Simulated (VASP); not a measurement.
Set up this calculation in VASP 6.6.1, as the native input.

* Task: single point
* Functional: BLYP
* Potentials or basis: VASP PAW PBE potentials, release 64 (Ta_pv)
* Cutoff: 520 eV
* k mesh: 14 × 14 × 14
* Occupations: fermi-dirac, width 0.1 eV
* Spin: no spin polarisation
* Dipole correction: no
* Further INCAR settings: ALGO = Normal; EDIFF = 1e-07; NBANDS = 12

The structure of Ta lies in POSCAR:

```
Ta
1.0
    0.0000000000      2.1878691071      2.1878691071
    2.1878691071      0.0000000000      2.1878691071
    2.1878691071      2.1878691071      0.0000000000
Ta
1
Direct
    0.0000000000      0.0000000000      0.0000000000
```

This cell differs from its parent crystal: volume scaled by 1.08.

These files were run (other wordings do the same):

INCAR

```
  PREC = Accurate
  ENCUT = 520
  EDIFF = 1E-7
  ISMEAR = -1
  SIGMA = 0.1
  LREAL = F
  LASPH = T
  NELM = 60
  ALGO = Normal
  ISIF = 2
  LWAVE = F
  LCHARG = T
  GGA = B5
  ALDAX = 1.0
  AGGAX = 1.0
  AGGAC = 1.0
  ALDAC = 0.0
  LELF = T
  LVHAR = T
  NBANDS = 12
```

KPOINTS

```
Automatic mesh
0
Gamma
  14 14 14
```

Potentials or basis: VASP PAW PBE potentials, release 64 (Ta_pv).

The run is started by

```sh
$ cat potpaw_PBE.64/Ta_pv/POTCAR > POTCAR
$ mpirun -np 1 vasp_std > vasp.out
```

It gave:

```json
{
 "Pressure": "-11.0 GPa"
}
```

Caveat: the PAW data sets were made with another functional, which shifts forces and pressure a little.

Run time: 14 s on 1 thread of Intel(R) Xeon(R) Platinum 8488C (Sapphire Rapids), on a shared host, peak memory 0.15 GiB.
